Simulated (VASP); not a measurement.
# AlIn3As4 in VASP: a series of runs

AlIn3As4 is run at these levels: PBE; tasks: single point, relaxation of cell and atoms.

All numbers are computed with VASP 6.6.1; they aren't measurements. Logs are shortened: lines on timing, memory, paths and dates and some standing lists are left out, and cuts for length are marked.

### 1 The cell of the first run

It takes space group P-43m (No. 215, cubic). Conventional cell: a = 6.064 Å, b = 6.064 Å, c = 6.064 Å, α = 90.00°, β = 90.00°, γ = 90.00°. Within 3.3 Å of Al (site symmetry -43m) lie 4 As at 2.51 Å. In (site symmetry -42m) has 4 As at 2.67 Å within 3.5 Å. As (site symmetry 3m) has 1 Al at 2.51 Å and 3 In at 2.67 Å within 3.3 Å.

### 2 Single point, PBE

INCAR

```
  PREC = Accurate
  ENCUT = 520
  EDIFF = 1E-6
  ISMEAR = 0
  SIGMA = 0.2
  LREAL = F
  LASPH = T
  NELM = 80
  ALGO = Normal
  ISIF = 2
  LWAVE = F
  LCHARG = T
  GGA = PE
  LELF = T
  LVHAR = T
  NBANDS = 41
```

KPOINTS

```
Automatic mesh
0
Gamma
  4 4 4
```

POSCAR

```
AlIn3As4
1.0
    6.0641742734      0.0000000000      0.0000000000
    0.0000000000      6.0641742734      0.0000000000
    0.0000000000      0.0000000000      6.0641742734
Al In As
1 3 4
Direct
    0.5000000000      0.5000000000      0.5000000000
    0.0000000000      0.0000000000      0.5000000000
    0.0000000000      0.5000000000      0.0000000000
    0.5000000000      0.0000000000      0.0000000000
    0.2610404952      0.2610404952      0.2610404952
    0.2610404952      0.7389595048      0.7389595048
    0.7389595048      0.2610404952      0.7389595048
    0.7389595048      0.7389595048      0.2610404952
```

Potentials or basis: VASP PAW PBE potentials, release 64 (Al, In_d, As).

On the command line:

```sh
cat potpaw_PBE.64/Al/POTCAR potpaw_PBE.64/In_d/POTCAR potpaw_PBE.64/As/POTCAR > POTCAR
mpirun -np 1 vasp_std > vasp.out
```

OUTCAR:

```text
PREC = Accurate
   ENCUT = 520
   EDIFF = 1E-6
   ISMEAR = 0
   LREAL = F
   LASPH = T
   NELM = 80
   ISIF = 2
   GGA = PE

 ion  position               nearest neighbor table
   1  0.500  0.500  0.500-   5 2.51   6 2.51   7 2.51   8 2.51
   2  0.000  0.000  0.500-   5 2.67   6 2.67   7 2.67   8 2.67
   3  0.000  0.500  0.000-   5 2.67   6 2.67   7 2.67   8 2.67
   4  0.500  0.000  0.000-   5 2.67   6 2.67   7 2.67   8 2.67
   5  0.261  0.261  0.261-   1 2.51   2 2.67   3 2.67   4 2.67
   6  0.261  0.739  0.739-   1 2.51   2 2.67   3 2.67   4 2.67
   7  0.739  0.261  0.739-   1 2.51   2 2.67   3 2.67   4 2.67
   8  0.739  0.739  0.261-   1 2.51   2 2.67   3 2.67   4 2.67

  LATTYP: Found a simple cubic cell.
 ALAT       =     6.0641742734

  Lattice vectors:

 A1 = (   6.0641742734,   0.0000000000,   0.0000000000)
 A2 = (   0.0000000000,   6.0641742734,   0.0000000000)
 A3 = (   0.0000000000,   0.0000000000,   6.0641742734)

Analysis of symmetry for initial positions (statically):
=====================================================================
 Subroutine PRICEL returns:
 Original cell was already a primitive cell.

 Routine SETGRP: Setting up the symmetry group for a
 simple cubic supercell.

 Subroutine GETGRP returns: Found 24 space group operations
 (whereof 24 operations were pure point group operations)
 out of a pool of 48 trial point group operations.

The static configuration has the point symmetry T_d .

Analysis of symmetry for dynamics (positions and initial velocities):
=====================================================================
 Subroutine PRICEL returns:
 Original cell was already a primitive cell.

 Routine SETGRP: Setting up the symmetry group for a
 simple cubic supercell.

 Subroutine GETGRP returns: Found 24 space group operations
 (whereof 24 operations were pure point group operations)
 out of a pool of 48 trial point group operations.

The dynamic configuration has the point symmetry T_d .

 Subroutine INISYM returns: Found 24 space group operations
 (whereof 24 operations are pure point group operations),
 and found     1 'primitive' translations

----------------------------------------------------------------------------------------

                                     Primitive cell

  volume of cell :     223.0052

  direct lattice vectors                    reciprocal lattice vectors
[... 90 lines left out ...]
   ISIF   =      2    stress and relaxation
   ISYM   =      2    0-nonsym 1-usesym 2-fastsym
   POTIM  = 0.5000    time-step for ionic-motion
   TEBEG  =    0.0;   TEEND  =   0.0 temperature during run
   PSTRESS=    0.0 pullay stress
   NELECT =      62.0000    total number of electrons
   NUPDOWN=      -1.0000    fix difference up-down
   EMIN   =  10.00;   EMAX   =-10.00  energy-range for DOS
   EFERMI =   0.00;   METHOD = LEGACY
   ISMEAR =     0;   SIGMA  =   0.20  broadening in eV -4-tet -1-fermi 0-gaus
   EFERMI_NEDOS =   21; number of points for ismear=-14 and -15
   IALGO  =     38    algorithm
   IMIX   =      4    mixing-type and parameters
     AMIX     =   0.40;   BMIX     =  1.00
     AMIX_MAG =   1.60;   BMIX_MAG =  1.00
  volume/ion in A,a.u.               =      27.88       188.11
  Fermi-wavevector in a.u.,A,eV,Ry     =   1.068482  2.019137 15.533132  1.141653
  Thomas-Fermi vector in A             =   2.204131
   LORBIT       =      0    0 simple, 1 ext, 2 COOP (PROOUT), +10 PAW based schemes
   GGA     = PE    functional components
   LHFCALC =     F    Hartree Fock is set to
   AEXX    =    0.0000 exact exchange contribution
   IVDW    =     0    specifies the selected vdW correction
   LEPSILON=     F    determine dielectric tensor
   LRPA    =     F    only Hartree local field effects (RPA)
 non-spin polarized calculation
 Gauss-broadening in eV      SIGMA  =   0.20
  energy-cutoff  :      520.00
  volume of cell :      223.01
 maximum number of plane-waves:      6031
 NGX is ok and might be reduce to    48
   NGX = 23   NGY = 23   NGZ = 23

 number of electron      62.0000029 magnetization

 Free energy of the ion-electron system (eV)
  ---------------------------------------------------
  ext. energy  EPLUGINS =         0.00000000
  ---------------------------------------------------
  free energy    TOTEN  =       -32.44707317 eV

  energy without entropy =      -32.43969676  energy(sigma->0) =      -32.44338497

 E-fermi :   3.9425     XC(G=0):  -8.8592

 val. band max:        3.8406376139   @ k =   0.0000   0.0000   0.0000
 cond. band min:       4.8270002880   @ k =   0.5000   0.5000   0.5000
 fundamental gap:      0.9863626742
 Fermi energy:         3.9424923958

 k-point     1 :       0.0000    0.0000    0.0000
  band No.  band energies     occupation
      1     -10.4615      2.00000
      2     -10.4615      2.00000
      3     -10.4615      2.00000
      4     -10.3255      2.00000
      5     -10.3255      2.00000
      6     -10.3255      2.00000
[... 429 lines left out ...]
     40       8.4286      0.00000
     41       8.8125      0.00000

------------------------ aborting loop because EDIFF is reached ----------------------------------------

  FORCE on cell =-STRESS in cart. coord.  units (eV):
  Direction    XX          YY          ZZ          XY          YZ          ZX
  --------------------------------------------------------------------------------------
  -------------------------------------------------------------------------------------
  Total        0.1958660      0.1958660      0.1958660      0.0000000     -0.0000000     -0.0000000
  in kB        1.4071961      1.4071961      1.4071961      0.0000000     -0.0000000     -0.0000000
  external PRESSURE =       1.4071961 kB  Pullay stress =       0.0000000 kB

 VOLUME and BASIS-vectors are now :
 -----------------------------------------------------------------------------
  energy-cutoff  :      520.00
  volume of cell :      223.01
      direct lattice vectors                 reciprocal lattice vectors
     6.064174273  0.000000000  0.000000000     0.164902913  0.000000000  0.000000000
     0.000000000  6.064174273  0.000000000     0.000000000  0.164902913  0.000000000
     0.000000000  0.000000000  6.064174273     0.000000000  0.000000000  0.164902913

 POSITION                                       TOTAL-FORCE (eV/Angst)
 -----------------------------------------------------------------------------------
      3.03209      3.03209      3.03209        -0.000000      0.000000      0.000000
      0.00000      0.00000      3.03209        -0.000000     -0.000000     -0.000000
      0.00000      3.03209      0.00000        -0.000000     -0.000000      0.000000
      3.03209      0.00000      0.00000        -0.000000     -0.000000      0.000000
      1.58300      1.58300      1.58300         0.001146      0.001146      0.001146
      1.58300      4.48118      4.48118         0.001146     -0.001146     -0.001146
      4.48118      1.58300      4.48118        -0.001146      0.001146     -0.001146
      4.48118      4.48118      1.58300        -0.001146     -0.001146      0.001146
 -----------------------------------------------------------------------------------
    total drift:                                0.000000      0.000000     -0.000000

  FREE ENERGIE OF THE ION-ELECTRON SYSTEM (eV)
  ---------------------------------------------------
  free  energy   TOTEN  =       -32.4470731743 eV

  energy  without entropy=      -32.4396967646  energy(sigma->0) =      -32.44338497
```

OSZICAR:

```text
N       E                     dE             d eps       ncg     rms          rms(c)
DAV:   1     0.538780763583E+03    0.53878E+03   -0.26688E+04   820   0.156E+03
DAV:   2     0.367951121999E+02   -0.50199E+03   -0.48121E+03   828   0.393E+02
DAV:   3    -0.297060351653E+02   -0.66501E+02   -0.64531E+02  1031   0.158E+02
DAV:   4    -0.333333663739E+02   -0.36273E+01   -0.36035E+01   982   0.362E+01
DAV:   5    -0.334810361282E+02   -0.14767E+00   -0.14753E+00  1127   0.742E+00    0.820E+00
DAV:   6    -0.325150792165E+02    0.96596E+00   -0.17127E+00  1114   0.134E+01    0.461E+00
DAV:   7    -0.324457900029E+02    0.69289E-01   -0.89445E-01  1261   0.429E+00    0.132E+00
DAV:   8    -0.324436180200E+02    0.21720E-02   -0.82785E-02  1218   0.257E+00    0.753E-01
DAV:   9    -0.324465719380E+02   -0.29539E-02   -0.12687E-02  1187   0.118E+00    0.195E-01
DAV:  10    -0.324467706581E+02   -0.19872E-03   -0.23591E-03  1259   0.507E-01    0.118E-01
DAV:  11    -0.324470664320E+02   -0.29577E-03   -0.76476E-04  1006   0.123E-01    0.871E-02
DAV:  12    -0.324470673713E+02   -0.93930E-06   -0.28385E-05  1085   0.396E-02    0.246E-02
DAV:  13    -0.324470741524E+02   -0.67811E-05   -0.15829E-05   823   0.141E-02    0.992E-03
DAV:  14    -0.324470729532E+02    0.11992E-05   -0.37629E-06   809   0.111E-02    0.232E-03
DAV:  15    -0.324470731743E+02   -0.22107E-06   -0.39144E-07   547   0.410E-03
   1 F= -.32447073E+02 E0= -.32443385E+02  d E =-.737641E-02
```

Run time: 88 s. Hardware: 1 thread of Intel Xeon Platinum 8375C at 2.90GHz (Ice Lake), shared host; peak memory 0.36 GiB.

What came out:

| Quantity | Value |
| --- | --- |
| Free energy | -32.4471 eV |
| Pressure | 0.1 GPa |

Levels at points of the mesh, in eV from the Fermi level:
```tsv
k point	band 28	band 29	band 30	band 31	band 32	band 33	band 34	band 35
(0.00, 0.00, 0.00)	-2.11	-0.13	-0.13	-0.13	-0.10	1.59	1.59	1.59
(0.50, 0.00, 0.00)	-1.52	-1.52	-1.21	-1.21	2.14	2.28	2.61	2.86
(0.50, 0.50, 0.00)	-1.17	-1.17	-1.06	-0.67	2.13	2.71	2.72	2.72
(0.50, 0.50, 0.50)	-0.83	-0.83	-0.76	-0.76	0.88	0.88	0.88	1.24
```

Caveat: spin-orbit coupling is left out, which moves the levels of the heavy elements.

(Continued in part 2 of 2.)
